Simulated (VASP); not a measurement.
A run of VASP 6.6.1 is set up as follows.

The input INCAR:

```
PREC = Accurate
ENCUT = 600
EDIFF = 1E-6
ISMEAR = -1
SIGMA = 0.0816
LREAL = False
LASPH = True
NELM = 120
ALGO = Normal
ISIF = 2
LWAVE = False
LCHARG = False
GGA = PE
NBANDS = 11
GGA_COMPAT = False
```

File KPOINTS:

```
regular mesh
0
Gamma
  8 8 8
```

The input POSCAR:

```
BeTe
1.0
    0.0000000000      2.7700000000      2.7700000000
    2.7700000000      0.0000000000      2.7700000000
    2.7700000000      2.7700000000      0.0000000000
Be Te
1 1
Direct
    0.0000000000      0.0000000000      0.0000000000
    0.2500000000      0.2500000000      0.2500000000
```

Potentials or basis: VASP PAW PBE potentials, release 64 (Be, Te).

Command:

```bash
$ cat potpaw_PBE.64/Be/POTCAR potpaw_PBE.64/Te/POTCAR > POTCAR
$ mpirun -np 1 vasp_std > vasp.out
```

Task: Predict the band gap on the k mesh.

Result: 1.85 eV, indirect (least direct gap 3.56 eV).

Task: Predict the pressure.

Result: 4.5 GPa.

Caveat: spin-orbit coupling is left out, which moves the levels of the heavy elements. PBE gaps usually lie below the measured ones, often by a third to a half.
